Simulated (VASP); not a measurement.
# GaAs (I-4m2) in VASP: further runs

GaAs is run at these levels: PBEsol; tasks: single point.

Everything below comes from runs of VASP 6.6.1. Logs are shortened: lines on timing, memory, paths and dates and some standing lists are left out, and cuts for length are marked.

## 1. The cell of the first run

The structure is tetragonal, space group I-4m2 (No. 119). Conventional cell: a = 3.841 Å, b = 3.841 Å, c = 5.794 Å, α = 90.00°, β = 90.00°, γ = 90.00°. Ga (site symmetry -4m2) has 4 As at 2.41 Å within 3.2 Å. As (site symmetry -4m2) has 4 Ga at 2.41 Å within 3.2 Å.

## 2. Single point, PBEsol (biaxial strain in the a-b plane: -4.0 %)

File INCAR:

```
  PREC = Accurate
  ENCUT = 520
  EDIFF = 1E-7
  ISMEAR = 0
  SIGMA = 0.01
  LREAL = F
  LASPH = T
  NELM = 80
  ALGO = Normal
  ISIF = 2
  LWAVE = F
  LCHARG = F
  GGA = PS
  NBANDS = 26
```

File KPOINTS:

```
Automatic mesh
0
Gamma
  10 10 6
```

File POSCAR:

```
GaAs
1.0
    2.7158173540      2.7158173540      0.0000000000
   -2.7158173540      2.7158173540      0.0000000000
    0.0000000000      0.0000000000      5.7937436886
Ga As
2 2
Direct
    0.0000000000      0.0000000000      0.0000000000
    0.5000000000      0.5000000000      0.5000000000
    0.5000000000      0.0000000000      0.7500000000
    0.0000000000      0.5000000000      0.2500000000
```

Potentials or basis: VASP PAW PBE potentials, release 64 (Ga_d, As).

Run with:

```bash
> cat potpaw_PBE.64/Ga_d/POTCAR potpaw_PBE.64/As/POTCAR > POTCAR
> mpirun -np 1 vasp_std > vasp.out
```

OUTCAR:

```text
PREC = Accurate
   ENCUT = 520
   EDIFF = 1E-7
   ISMEAR = 0
   LREAL = F
   LASPH = T
   NELM = 80
   ISIF = 2
   GGA = PS

 ion  position               nearest neighbor table
   1  0.000  0.000  0.000-   3 2.41   4 2.41   4 2.41   3 2.41
   2  0.500  0.500  0.500-   3 2.41   4 2.41   3 2.41   4 2.41
   3  0.500  0.000  0.750-   1 2.41   2 2.41   2 2.41   1 2.41
   4  0.000  0.500  0.250-   1 2.41   2 2.41   1 2.41   2 2.41

  LATTYP: Found a simple tetragonal cell.
 ALAT       =     3.8407457350
 C/A-ratio  =     1.5084944665

  Lattice vectors:

 A1 = (   2.7158173540,   2.7158173540,   0.0000000000)
 A2 = (  -2.7158173540,   2.7158173540,   0.0000000000)
 A3 = (   0.0000000000,   0.0000000000,   5.7937436886)

Analysis of symmetry for initial positions (statically):
=====================================================================
 Subroutine PRICEL returns following result:

  LATTYP: Found a body centered tetragonal cell.
 ALAT       =     3.8407457350
 C/A-ratio  =     1.5084944665

  Lattice vectors:

 A1 = (   2.7158173540,   0.0000000000,  -2.8968718443)
 A2 = (  -2.7158173540,   0.0000000000,  -2.8968718443)
 A3 = (   0.0000000000,   2.7158173540,   2.8968718443)

   2 primitive cells build up your supercell.

 Routine SETGRP: Setting up the symmetry group for a
 simple tetragonal supercell.

 Subroutine GETGRP returns: Found  8 space group operations
 (whereof  8 operations were pure point group operations)
 out of a pool of 16 trial point group operations.

The static configuration has the point symmetry D_2d.

Analysis of symmetry for dynamics (positions and initial velocities):
=====================================================================
 Subroutine PRICEL returns following result:

  LATTYP: Found a body centered tetragonal cell.
 ALAT       =     3.8407457350
 C/A-ratio  =     1.5084944665

  Lattice vectors:

 A1 = (   2.7158173540,   0.0000000000,  -2.8968718443)
 A2 = (  -2.7158173540,   0.0000000000,  -2.8968718443)
 A3 = (   0.0000000000,   2.7158173540,   2.8968718443)

   2 primitive cells build up your supercell.

 Routine SETGRP: Setting up the symmetry group for a
 simple tetragonal supercell.

 Subroutine GETGRP returns: Found  8 space group operations
 (whereof  8 operations were pure point group operations)
 out of a pool of 16 trial point group operations.

The dynamic configuration has the point symmetry D_2d.

 Subroutine INISYM returns: Found  8 space group operations
 (whereof  8 operations are pure point group operations),
 and found     2 'primitive' translations

----------------------------------------------------------------------------------------

                                     Primitive cell

  volume of cell :      42.7327

  direct lattice vectors                    reciprocal lattice vectors
     2.715817354  0.000000000 -2.896871844     0.184106637  0.184106637 -0.172599972
    -2.715817354  0.000000000 -2.896871844    -0.184106637  0.184106637 -0.172599972
     0.000000000  2.715817354  2.896871844     0.000000000  0.368213274  0.000000000

  length of vectors
     3.970834973  3.970834973  3.970834973     0.312379990  0.312379990  0.368213274

  position of ions in fractional coordinates (direct lattice)
     0.000000000  0.000000000  0.000000000
     0.750000000  0.250000000  0.500000000

  ion indices of the primitive-cell ions
   primitive index   ion index
                 1           1
                 2           3

----------------------------------------------------------------------------------------

 KPOINTS: Automatic mesh

Automatic generation of k-mesh.
 Grid dimensions read from file:
 generate k-points for:   10   10    6

 Generating k-lattice:

  Cartesian coordinates                     Fractional coordinates (reciprocal lattice)
     0.018410664  0.018410664  0.000000000     0.100000000  0.000000000  0.000000000
    -0.018410664  0.018410664  0.000000000     0.000000000  0.100000000  0.000000000
     0.000000000  0.000000000  0.028766662     0.000000000  0.000000000  0.166666667

  Length of vectors
     0.026036610  0.026036610  0.028766662

  Shift w.r.t. Gamma in fractional coordinates (k-lattice)
     0.000000000  0.000000000  0.000000000

 Subroutine IBZKPT returns following result:
 ===========================================

 Found     84 irreducible k-points:

 Following reciprocal coordinates:
            Coordinates               Weight
  0.000000  0.000000  0.000000      1.000000
  0.100000  0.000000  0.000000      4.000000
  0.200000  0.000000  0.000000      4.000000
  0.300000  0.000000  0.000000      4.000000
  0.400000  0.000000  0.000000      4.000000
  0.500000  0.000000  0.000000      2.000000
[... 16 lines left out ...]
  0.100000  0.000000  0.166667      8.000000
  0.200000  0.000000  0.166667      8.000000
 [... further k-points ...]
   k-points           NKPTS =     84   k-points in BZ     NKDIM =     84   number of bands    NBANDS=     26
   number of dos      NEDOS =    301   number of ions     NIONS =      4
   total plane-waves  NPLWV =  43200
   dimension x,y,z NGX =    30 NGY =   30 NGZ =   48
   dimension x,y,z NGXF=    60 NGYF=   60 NGZF=   96
   ions per type =               2   2
   NGX,Y,Z   is equivalent  to a cutoff of  12.99, 12.99, 13.77 a.u.
   NGXF,Y,Z  is equivalent  to a cutoff of  25.97, 25.97, 27.55 a.u.
 SYSTEM =  unknown system
   PREC   = accura    normal or accurate (medium, high low for compatibility)
   ISTART =      0    job   : 0-new  1-cont  2-samecut
   ICHARG =      2    charge: 1-file 2-atom 10-const
   ISPIN  =      1    spin polarized calculation?
   LNONCOLLINEAR =      F non collinear calculations
   LSORBIT =      F    spin-orbit coupling
   LASPH  =      T    aspherical Exc in radial PAW
   ENCUT  =  520.0 eV  38.22 Ry    6.18 a.u.   7.14  7.14 10.77*2*pi/ulx,y,z
   NELM   =     80;   NELMIN=  2; NELMDL= -5     # of ELM steps
   EDIFF  = 0.1E-06   stopping-criterion for ELM
   LREAL  =      F    real-space projection
   EDIFFG = 0.1E-05   stopping-criterion for IOM
   NSW    =      0    number of steps for IOM
   IBRION =     -1    ionic relax: 0-MD 1-quasi-New 2-CG
   NFREE  =      0    steps in history (QN), initial steepest desc. (CG)
   ISIF   =      2    stress and relaxation
   ISYM   =      2    0-nonsym 1-usesym 2-fastsym
   POTIM  = 0.5000    time-step for ionic-motion
   TEBEG  =    0.0;   TEEND  =   0.0 temperature during run
   PSTRESS=    0.0 pullay stress
   NELECT =      36.0000    total number of electrons
   NUPDOWN=      -1.0000    fix difference up-down
   EMIN   =  10.00;   EMAX   =-10.00  energy-range for DOS
   EFERMI =   0.00;   METHOD = LEGACY
   ISMEAR =     0;   SIGMA  =   0.01  broadening in eV -4-tet -1-fermi 0-gaus
   EFERMI_NEDOS =   21; number of points for ismear=-14 and -15
   IALGO  =     38    algorithm
   IMIX   =      4    mixing-type and parameters
     AMIX     =   0.40;   BMIX     =  1.00
     AMIX_MAG =   1.60;   BMIX_MAG =  1.00
  volume/ion in A,a.u.               =      21.37       144.19
  Fermi-wavevector in a.u.,A,eV,Ry     =   1.227191  2.319055 20.490347  1.505998
  Thomas-Fermi vector in A             =   2.362164
   LORBIT       =      0    0 simple, 1 ext, 2 COOP (PROOUT), +10 PAW based schemes
   GGA     = PS    functional components
   LHFCALC =     F    Hartree Fock is set to
   AEXX    =    0.0000 exact exchange contribution
   IVDW    =     0    specifies the selected vdW correction
   LEPSILON=     F    determine dielectric tensor
   LRPA    =     F    only Hartree local field effects (RPA)
 non-spin polarized calculation
 Gauss-broadening in eV      SIGMA  =   0.01
  energy-cutoff  :      520.00
  volume of cell :       85.47
 maximum number of plane-waves:      2334
 NGX is ok and might be reduce to    30
   NGX = 15   NGY = 15   NGZ = 21

 number of electron      36.0000018 magnetization

 Free energy of the ion-electron system (eV)
  ---------------------------------------------------
  ext. energy  EPLUGINS =         0.00000000
  ---------------------------------------------------
  free energy    TOTEN  =       -18.05852735 eV

  energy without entropy =      -18.05852735  energy(sigma->0) =      -18.05852735

 E-fermi :   4.5419     XC(G=0): -10.0286

 val. band max:        4.4846430711   @ k =   0.0000   0.0000   0.0000
 cond. band min:       5.1882910680   @ k =   0.0000   0.0000   0.0000
 fundamental gap:      0.7036479970
 Fermi energy:         4.5418551865

 k-point     1 :       0.0000    0.0000    0.0000
  band No.  band energies     occupation
      1     -10.6784      2.00000
      2     -10.5558      2.00000
      3     -10.5391      2.00000
      4     -10.5391      2.00000
      5     -10.4829      2.00000
      6     -10.4829      2.00000
[... 18 lines left out ...]
     25      11.9139      0.00000
     26      13.8317      0.00000

 k-point     2 :       0.1000    0.0000    0.0000
  band No.  band energies     occupation
      1     -10.6760      2.00000
      2     -10.5527      2.00000
      3     -10.5485      2.00000
      4     -10.5376      2.00000
      5     -10.4880      2.00000
      6     -10.4842      2.00000
[... 18 lines left out ...]
     25      12.3996      0.00000
     26      13.8502      0.00000

 k-point     3 :       0.2000    0.0000    0.0000
  band No.  band energies     occupation
      1     -10.6700      2.00000
      2     -10.5721      2.00000
      3     -10.5447      2.00000
      4     -10.5333      2.00000
      5     -10.4981      2.00000
      6     -10.4879      2.00000
[... 18 lines left out ...]
     25      12.9610      0.00000
     26      13.2831      0.00000

 k-point     4 :       0.3000    0.0000    0.0000
  band No.  band energies     occupation
      1     -10.6626      2.00000
      2     -10.5998      2.00000
      3     -10.5354      2.00000
      4     -10.5267      2.00000
      5     -10.5084      2.00000
      6     -10.4938      2.00000
[... 18 lines left out ...]
     25      12.1008      0.00000
     26      12.2188      0.00000

 k-point     5 :       0.4000    0.0000    0.0000
  band No.  band energies     occupation
      1     -10.6541      2.00000
      2     -10.6244      2.00000
      3     -10.5276      2.00000
      4     -10.5187      2.00000
      5     -10.5162      2.00000
      6     -10.5014      2.00000
[... 18 lines left out ...]
     25      11.0311      0.00000
     26      11.0341      0.00000

 k-point     6 :       0.5000    0.0000    0.0000
  band No.  band energies     occupation
      1     -10.6423      2.00000
      2     -10.6423      2.00000
      3     -10.5218      2.00000
      4     -10.5218      2.00000
      5     -10.5100      2.00000
      6     -10.5100      2.00000
[... 427 lines left out ...]
 k-point    21 :       0.5000    0.5000    0.0000
  band No.  band energies     occupation
      1     -10.6818      2.00000
      2     -10.6818      2.00000
      3     -10.4900      2.00000
      4     -10.4900      2.00000
      5     -10.4896      2.00000
      6     -10.4896      2.00000
[... 18 lines left out ...]
     25      14.8505      0.00000
     26      14.8505      0.00000

 k-point    22 :       0.0000    0.0000    0.1667
  band No.  band energies     occupation
      1     -10.6724      2.00000
      2     -10.5680      2.00000
      3     -10.5355      2.00000
      4     -10.5355      2.00000
      5     -10.4868      2.00000
      6     -10.4868      2.00000
[... 18 lines left out ...]
     25      12.4117      0.00000
     26      12.5058      0.00000

 k-point    23 :       0.1000    0.0000    0.1667
  band No.  band energies     occupation
      1     -10.6703      2.00000
      2     -10.5694      2.00000
      3     -10.5398      2.00000
      4     -10.5342      2.00000
      5     -10.4915      2.00000
      6     -10.4881      2.00000
[... 18 lines left out ...]
     25      12.5710      0.00000
     26      12.9634      0.00000

 k-point    24 :       0.2000    0.0000    0.1667
  band No.  band energies     occupation
      1     -10.6653      2.00000
      2     -10.5822      2.00000
      3     -10.5412      2.00000
      4     -10.5307      2.00000
      5     -10.5014      2.00000
      6     -10.4918      2.00000
[... 18 lines left out ...]
     25      11.6746      0.00000
     26      12.6348      0.00000

 [... further k-points ...]

------------------------ aborting loop because EDIFF is reached ----------------------------------------

  FORCE on cell =-STRESS in cart. coord.  units (eV):
  Direction    XX          YY          ZZ          XY          YZ          ZX
  --------------------------------------------------------------------------------------
  -------------------------------------------------------------------------------------
  Total        3.3372788      3.3372788      0.9479842      0.0000000      0.0000000      0.0000000
  in kB       62.5622957     62.5622957     17.7713851      0.0000000      0.0000000      0.0000000
  external PRESSURE =      47.6319922 kB  Pullay stress =       0.0000000 kB

 VOLUME and BASIS-vectors are now :
 -----------------------------------------------------------------------------
  energy-cutoff  :      520.00
  volume of cell :       85.47
      direct lattice vectors                 reciprocal lattice vectors
     2.715817354  2.715817354  0.000000000     0.184106637  0.184106637  0.000000000
    -2.715817354  2.715817354  0.000000000    -0.184106637  0.184106637  0.000000000
     0.000000000  0.000000000  5.793743689     0.000000000  0.000000000  0.172599972

 POSITION                                       TOTAL-FORCE (eV/Angst)
 -----------------------------------------------------------------------------------
      0.00000      0.00000      0.00000        -0.000000     -0.000000      0.000000
      0.00000      2.71582      2.89687         0.000000      0.000000     -0.000000
      1.35791      1.35791      4.34531        -0.000000     -0.000000      0.000000
     -1.35791      1.35791      1.44844        -0.000000     -0.000000      0.000000
 -----------------------------------------------------------------------------------
    total drift:                               -0.000000      0.000000      0.000000

  FREE ENERGIE OF THE ION-ELECTRON SYSTEM (eV)
  ---------------------------------------------------
  free  energy   TOTEN  =       -18.0585273496 eV

  energy  without entropy=      -18.0585273496  energy(sigma->0) =      -18.05852735
```

It took 2.7 min on 1 thread of Intel Xeon Platinum 8259CL at 2.50GHz (Skylake/Cascade Lake), shared host; peak memory 0.31 GiB.

What came out:

```yaml
Free_energy: -18.0585 eV
Pressure: 4.8 GPa
Band_gap_on_the_k_mesh: 0.70 eV
```

Stress tensor (GPa, compression positive):
```
6.26 0.00 0.00
0.00 6.26 0.00
0.00 0.00 1.78
```

Levels at points of the mesh, in eV from the valence-band top:
```tsv
k point	band 16	band 17	band 18	band 19	band 20	band 21
(0.00, 0.00, 0.00)	-0.43	0.00	0.00	0.70	1.40	1.82
(0.50, 0.00, 0.00)	-4.01	-1.14	-1.14	3.00	3.00	5.28
(0.50, 0.50, 0.00)	-3.20	-3.16	-3.16	0.96	0.96	1.19
(0.00, 0.00, 0.50)	-1.74	-1.74	-1.74	2.07	2.07	3.18
(0.50, 0.00, 0.50)	-1.66	-1.08	-1.08	0.86	0.86	4.32
(0.50, 0.50, 0.50)	-3.98	-3.78	-3.78	4.12	4.12	4.18
```

Caveat: the cell differs from its parent crystal (biaxial strain in the a-b plane: -4.0 %); the cell stands under pressure; the PAW data sets were made with another functional, which shifts forces and pressure a little. A k mesh can miss the band edges.

(Part 1 of 2 ends here.)
